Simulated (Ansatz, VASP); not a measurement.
## AlSn in VASP and in Ansatz

```xyz
2
Lattice="4.1981 0.0000 0.0000 -2.0991 3.6357 0.0000 0.0000 0.0000 3.3068" Properties=species:S:1:pos:R:3 pbc="T T T"
Sn    0.0000    2.4238    1.6534
Al    0.0000    0.0000    0.0000
```

Alike in both runs: task relaxation of cell and atoms; functional r2SCAN; k mesh 7 × 7 × 8; occupations fermi-dirac, width 0.05 eV; no spin polarisation.

```csv
,VASP,Ansatz
version,VASP 6.6.1,Ansatz 0.2.0
potentials or method,"VASP PAW PBE potentials, release 64 (Sn_d, Al)",Ansatz PAW
plane-wave cutoff (eV),600,500
valence electrons in the cell,17,17
```

```tsv
	VASP	Ansatz	Ansatz less VASP
gap on the k mesh at the Fermi level, each at its own relaxed structure (eV)	none	none	-
relaxed volume (Å³/atom)	24.69	24.76	+0.068
relaxed cell length with the largest relative difference (Å)	4.178	4.185	+0.0078
```

VASP's potentials were made for PBE, not for r2SCAN. A gap of «none» marks a metal or a gap that the smearing closes.

Noted on Ansatz's run: the plane-wave basis is chosen anew once the cell has moved, so the energies of steps on either side of that aren't comparable.
